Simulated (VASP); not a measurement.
# TaN (P-6m2) in VASP: notebook

Runs on TaN. Level: PBEsol. Tasks: single point.

Everything below comes from runs of VASP 6.6.1. Logs are shortened: lines on timing, memory, paths and dates and some standing lists are left out, and cuts for length are marked.

### 1 The cell of the first run

Symmetry: P-6m2, No. 187, hexagonal system. The conventional cell has a = 2.851 Å, b = 2.851 Å, c = 2.727 Å, α = 90.00°, β = 90.00°, γ = 120.00°. Within 2.8 Å of Ta (site symmetry -6m2) lie 6 N at 2.14 Å and 2 Ta at 2.73 Å. Within 2.8 Å of N (site symmetry -6m2) lie 6 Ta at 2.14 Å and 2 N at 2.73 Å.

### 2 Single point, PBEsol

The input, INCAR:

```
SYSTEM = TaN
PREC = Accurate
ENCUT = 520
EDIFF = 1E-7
ISMEAR = 0
SIGMA = 0.15
LREAL = .False.
LASPH = .True.
NELM = 80
ALGO = Normal
ISIF = 2
LWAVE = .False.
LCHARG = .False.
GGA = PS
NBANDS = 15
```

The input, KPOINTS:

```
regular mesh
0
Gamma
  18 18 16
  0 0 0
```

The input, POSCAR:

```
TaN
1.0
    2.8509000000      0.0000000000      0.0000000000
   -1.4254500000      2.4689518237      0.0000000000
    0.0000000000      0.0000000000      2.7272000000
Ta N
1 1
Direct
    0.3333333333      0.6666666667      0.5000000000
    0.0000000000      0.0000000000      0.0000000000
```

Potentials or basis: VASP PAW PBE potentials, release 64 (Ta_pv, N).

On the command line:

```sh
$ cat potpaw_PBE.64/Ta_pv/POTCAR potpaw_PBE.64/N/POTCAR > POTCAR
$ mpirun -np 1 vasp_std > vasp.out
```

OUTCAR:

```text
SYSTEM = TaN
   PREC = Accurate
   ENCUT = 520
   EDIFF = 1E-7
   ISMEAR = 0
   LREAL = .False.
   LASPH = .True.
   NELM = 80
   ISIF = 2
   GGA = PS

 ion  position               nearest neighbor table
   1  0.333  0.667  0.500-   2 2.14   2 2.14   2 2.14   2 2.14   2 2.14   2 2.14
   2  0.000  0.000  0.000-   1 2.14   1 2.14   1 2.14   1 2.14   1 2.14   1 2.14

  LATTYP: Found a hexagonal cell.
 ALAT       =     2.8509000000
 C/A-ratio  =     0.9566101933

  Lattice vectors:

 A1 = (   2.8509000000,   0.0000000000,   0.0000000000)
 A2 = (  -1.4254500000,   2.4689518237,   0.0000000000)
 A3 = (   0.0000000000,   0.0000000000,   2.7272000000)

Analysis of symmetry for initial positions (statically):
=====================================================================
 Subroutine PRICEL returns:
 Original cell was already a primitive cell.

 Routine SETGRP: Setting up the symmetry group for a
 hexagonal supercell.

 Subroutine GETGRP returns: Found 12 space group operations
 (whereof 12 operations were pure point group operations)
 out of a pool of 24 trial point group operations.

The static configuration has the point symmetry D_3h.

Analysis of symmetry for dynamics (positions and initial velocities):
=====================================================================
 Subroutine PRICEL returns:
 Original cell was already a primitive cell.

 Routine SETGRP: Setting up the symmetry group for a
 hexagonal supercell.

 Subroutine GETGRP returns: Found 12 space group operations
 (whereof 12 operations were pure point group operations)
 out of a pool of 24 trial point group operations.

The dynamic configuration has the point symmetry D_3h.

 Subroutine INISYM returns: Found 12 space group operations
 (whereof 12 operations are pure point group operations),
 and found     1 'primitive' translations

----------------------------------------------------------------------------------------

                                     Primitive cell

  volume of cell :      19.1960

  direct lattice vectors                    reciprocal lattice vectors
     2.850900000  0.000000000  0.000000000     0.350766425  0.202515090  0.000000000
    -1.425450000  2.468951824  0.000000000     0.000000000  0.405030179  0.000000000
     0.000000000  0.000000000  2.727200000     0.000000000  0.000000000  0.366676445

  length of vectors
     2.850900000  2.850900000  2.727200000     0.405030179  0.405030179  0.366676445

  position of ions in fractional coordinates (direct lattice)
     0.333333333  0.666666667  0.500000000
     0.000000000  0.000000000  0.000000000

  ion indices of the primitive-cell ions
   primitive index   ion index
                 1           1
                 2           2

----------------------------------------------------------------------------------------

 KPOINTS: regular mesh

Automatic generation of k-mesh.
 Grid dimensions read from file:
 generate k-points for:   18   18   16

 Generating k-lattice:

  Cartesian coordinates                     Fractional coordinates (reciprocal lattice)
     0.019487024  0.011250838  0.000000000     0.055555556  0.000000000  0.000000000
     0.000000000  0.022501677  0.000000000     0.000000000  0.055555556  0.000000000
     0.000000000  0.000000000  0.022917278     0.000000000  0.000000000  0.062500000

  Length of vectors
     0.022501677  0.022501677  0.022917278

  Shift w.r.t. Gamma in fractional coordinates (k-lattice)
     0.000000000  0.000000000  0.000000000

 Subroutine IBZKPT returns following result:
 ===========================================

 Found    333 irreducible k-points:

 Following reciprocal coordinates:
            Coordinates               Weight
  0.000000  0.000000  0.000000      1.000000
  0.055556  0.000000  0.000000      6.000000
  0.111111  0.000000  0.000000      6.000000
  0.166667  0.000000  0.000000      6.000000
  0.222222  0.000000  0.000000      6.000000
  0.277778  0.000000  0.000000      6.000000
[... 16 lines left out ...]
  0.333333  0.111111  0.000000     12.000000
  0.388889  0.111111  0.000000     12.000000
 [... further k-points ...]
   k-points           NKPTS =    333   k-points in BZ     NKDIM =    333   number of bands    NBANDS=     15
   number of dos      NEDOS =    301   number of ions     NIONS =      2
   total plane-waves  NPLWV =  11520
   dimension x,y,z NGX =    24 NGY =   24 NGZ =   20
   dimension x,y,z NGXF=    48 NGYF=   48 NGZF=   40
   ions per type =               1   1
   NGX,Y,Z   is equivalent  to a cutoff of  14.00, 14.00, 12.19 a.u.
   NGXF,Y,Z  is equivalent  to a cutoff of  27.99, 27.99, 24.38 a.u.
 SYSTEM =  TaN
   PREC   = accura    normal or accurate (medium, high low for compatibility)
   ISTART =      0    job   : 0-new  1-cont  2-samecut
   ICHARG =      2    charge: 1-file 2-atom 10-const
   ISPIN  =      1    spin polarized calculation?
   LNONCOLLINEAR =      F non collinear calculations
   LSORBIT =      F    spin-orbit coupling
   LASPH  =      T    aspherical Exc in radial PAW
   ENCUT  =  520.0 eV  38.22 Ry    6.18 a.u.   5.30  5.30  5.07*2*pi/ulx,y,z
   NELM   =     80;   NELMIN=  2; NELMDL= -5     # of ELM steps
   EDIFF  = 0.1E-06   stopping-criterion for ELM
   LREAL  =      F    real-space projection
   EDIFFG = 0.1E-05   stopping-criterion for IOM
   NSW    =      0    number of steps for IOM
   IBRION =     -1    ionic relax: 0-MD 1-quasi-New 2-CG
   NFREE  =      0    steps in history (QN), initial steepest desc. (CG)
   ISIF   =      2    stress and relaxation
   ISYM   =      2    0-nonsym 1-usesym 2-fastsym
   POTIM  = 0.5000    time-step for ionic-motion
   TEBEG  =    0.0;   TEEND  =   0.0 temperature during run
   PSTRESS=    0.0 pullay stress
   NELECT =      16.0000    total number of electrons
   NUPDOWN=      -1.0000    fix difference up-down
   EMIN   =  10.00;   EMAX   =-10.00  energy-range for DOS
   EFERMI =   0.00;   METHOD = LEGACY
   ISMEAR =     0;   SIGMA  =   0.15  broadening in eV -4-tet -1-fermi 0-gaus
   EFERMI_NEDOS =   21; number of points for ismear=-14 and -15
   IALGO  =     38    algorithm
   IMIX   =      4    mixing-type and parameters
     AMIX     =   0.40;   BMIX     =  1.00
     AMIX_MAG =   1.60;   BMIX_MAG =  1.00
  volume/ion in A,a.u.               =       9.60        64.77
  Fermi-wavevector in a.u.,A,eV,Ry     =   1.540675  2.911453 32.295859  2.373679
  Thomas-Fermi vector in A             =   2.646728
   LORBIT       =      0    0 simple, 1 ext, 2 COOP (PROOUT), +10 PAW based schemes
   GGA     = PS    functional components
   LHFCALC =     F    Hartree Fock is set to
   AEXX    =    0.0000 exact exchange contribution
   IVDW    =     0    specifies the selected vdW correction
   LEPSILON=     F    determine dielectric tensor
   LRPA    =     F    only Hartree local field effects (RPA)
 non-spin polarized calculation
 Gauss-broadening in eV      SIGMA  =   0.15
  energy-cutoff  :      520.00
  volume of cell :       19.20
 maximum number of plane-waves:       533
 NGX is ok and might be reduce to    24
   NGX = 11   NGY = 11   NGZ = 11

 number of electron      16.0000001 magnetization

 Free energy of the ion-electron system (eV)
  ---------------------------------------------------
  ext. energy  EPLUGINS =         0.00000000
  ---------------------------------------------------
  free energy    TOTEN  =       -23.48446805 eV

  energy without entropy =      -23.48320808  energy(sigma->0) =      -23.48383807

 E-fermi :   9.3551     XC(G=0): -14.1427

 val. band max:        9.3548527770   @ k =   0.0556   0.0000   0.5000
 cond. band min:       9.3590489043   @ k =   0.0556   0.0000   0.4375
 fundamental gap:      0.0041961273
 Fermi energy:         9.3551439835

 k-point     1 :       0.0000    0.0000    0.0000
  band No.  band energies     occupation
      1     -25.0013      2.00000
      2     -24.8014      2.00000
      3     -24.8014      2.00000
      4      -9.3053      2.00000
      5       4.0309      2.00000
      6       4.0309      2.00000
      7       4.5880      2.00000
      8       6.5009      2.00000
      9      12.2220      0.00000
     10      13.6816      0.00000
     11      13.6816      0.00000
     12      14.1041      0.00000
     13      14.1041      0.00000
     14      23.0742      0.00000
     15      23.5759      0.00000

 k-point     2 :       0.0556    0.0000    0.0000
  band No.  band energies     occupation
      1     -24.9952      2.00000
      2     -24.8514      2.00000
      3     -24.8116      2.00000
      4      -9.2241      2.00000
      5       3.8141      2.00000
      6       4.0924      2.00000
      7       4.7042      2.00000
      8       6.3882      2.00000
      9      12.4884      0.00000
     10      13.5189      0.00000
     11      13.6843      0.00000
     12      14.0651      0.00000
     13      14.2069      0.00000
     14      23.0710      0.00000
     15      23.5398      0.00000

 k-point     3 :       0.1111    0.0000    0.0000
  band No.  band energies     occupation
      1     -24.9928      2.00000
      2     -24.9777      2.00000
      3     -24.8407      2.00000
      4      -8.9912      2.00000
      5       3.3071      2.00000
      6       4.2684      2.00000
      7       4.9703      2.00000
      8       6.0825      2.00000
      9      12.9986      0.00000
     10      13.2951      0.00000
     11      13.7032      0.00000
     12      13.9548      0.00000
     13      14.4733      0.00000
     14      23.0613      0.00000
     15      23.4601      0.00000

 k-point     4 :       0.1667    0.0000    0.0000
  band No.  band energies     occupation
      1     -25.2031      2.00000
      2     -24.9507      2.00000
      3     -24.8850      2.00000
      4      -8.6354      2.00000
      5       2.6760      2.00000
      6       4.5343      2.00000
      7       5.3190      2.00000
      8       5.6578      2.00000
      9      12.5195      0.00000
     10      13.7668      0.00000
     11      13.7910      0.00000
     12      14.2139      0.00000
     13      14.8055      0.00000
     14      23.0572      0.00000
     15      23.4011      0.00000
[... 307 lines left out ...]
 k-point    22 :       0.2778    0.1111    0.0000
  band No.  band energies     occupation
      1     -25.9272      2.00000
      2     -25.1392      2.00000
      3     -24.8389      2.00000
      4      -7.1374      2.00000
      5       1.0120      2.00000
      6       4.3033      2.00000
      7       4.9217      2.00000
      8       6.4517      2.00000
      9      11.6162      0.00000
     10      12.5672      0.00000
     11      14.8266      0.00000
     12      16.1638      0.00000
     13      17.4697      0.00000
     14      23.1554      0.00000
     15      24.1482      0.00000

 k-point    23 :       0.3333    0.1111    0.0000
  band No.  band energies     occupation
      1     -26.0836      2.00000
      2     -25.1951      2.00000
      3     -24.8129      2.00000
      4      -6.7755      2.00000
      5       0.7313      2.00000
      6       4.0430      2.00000
      7       4.7901      2.00000
      8       6.6253      2.00000
      9      12.0754      0.00000
     10      12.3247      0.00000
     11      14.8928      0.00000
     12      16.3246      0.00000
     13      18.3778      0.00000
     14      23.1352      0.00000
     15      24.0032      0.00000

 k-point    24 :       0.3889    0.1111    0.0000
  band No.  band energies     occupation
      1     -26.1836      2.00000
      2     -25.2313      2.00000
      3     -24.7959      2.00000
      4      -6.5339      2.00000
      5       0.5662      2.00000
      6       3.8803      2.00000
      7       4.6452      2.00000
      8       6.7147      2.00000
      9      12.1702      0.00000
     10      12.7445      0.00000
     11      14.6208      0.00000
     12      16.4074      0.00000
     13      19.2971      0.00000
     14      22.8776      0.00000
     15      23.3386      0.00000

 [... further k-points ...]
[... 5 lines left out ...]
  --------------------------------------------------------------------------------------
  -------------------------------------------------------------------------------------
  Total        4.7788917      4.7788917      7.9914270      0.0000000      0.0000000      0.0000000
  in kB      398.8652294    398.8652294    666.9961587      0.0000000      0.0000000      0.0000000
  external PRESSURE =     488.2422058 kB  Pullay stress =       0.0000000 kB

 VOLUME and BASIS-vectors are now :
 -----------------------------------------------------------------------------
  energy-cutoff  :      520.00
  volume of cell :       19.20
      direct lattice vectors                 reciprocal lattice vectors
     2.850900000  0.000000000  0.000000000     0.350766425  0.202515090  0.000000000
    -1.425450000  2.468951824  0.000000000     0.000000000  0.405030179  0.000000000
     0.000000000  0.000000000  2.727200000     0.000000000  0.000000000  0.366676445

 POSITION                                       TOTAL-FORCE (eV/Angst)
 -----------------------------------------------------------------------------------
     -0.00000      1.64597      1.36360        -0.000000      0.000000      0.000000
      0.00000      0.00000      0.00000         0.000000     -0.000000      0.000000
 -----------------------------------------------------------------------------------
    total drift:                                0.000000     -0.000000     -0.000000

  FREE ENERGIE OF THE ION-ELECTRON SYSTEM (eV)
  ---------------------------------------------------
  free  energy   TOTEN  =       -23.4844680522 eV

  energy  without entropy=      -23.4832080820  energy(sigma->0) =      -23.48383807
```

Wall time 47 s (1 thread of Intel Xeon Platinum 8259CL at 2.50GHz (Skylake/Cascade Lake), shared host); peak memory 0.21 GiB.

Results:

| Quantity | Value |
| --- | --- |
| Free energy | -23.4845 eV |
| Pressure | 48.8 GPa |
| Band gap on the k mesh | zero (band 8 reaches 9.64 eV, above the bottom of band 9 at 9.23 eV) |

Stress tensor (GPa, compression positive):
```
39.89  0.00  0.00
 0.00 39.89  0.00
 0.00  0.00 66.70
```

Levels at points of the mesh, in eV from the Fermi level:
| k point | band 5 | band 6 | band 7 | band 8 | band 9 | band 10 | band 11 | band 12 |
| --- | --- | --- | --- | --- | --- | --- | --- | --- |
| (0.00, 0.00, 0.00) | -5.32 | -5.32 | -4.77 | -2.85 | 2.87 | 4.33 | 4.33 | 4.75 |
| (0.50, 0.00, 0.00) | -8.97 | -5.54 | -4.01 | -3.50 | 3.61 | 4.48 | 5.98 | 6.08 |
| (0.00, 0.00, 0.50) | -10.10 | -4.41 | -4.41 | -0.12 | -0.12 | 3.18 | 3.43 | 3.43 |
| (0.50, 0.00, 0.50) | -8.05 | -6.59 | -6.59 | 0.03 | 5.00 | 6.13 | 7.39 | 8.16 |

Caveat: the PAW data sets were made with another functional, which shifts forces and pressure a little; spin-orbit coupling is left out, which moves the levels of the heavy elements.

[end of part 1 of 2]
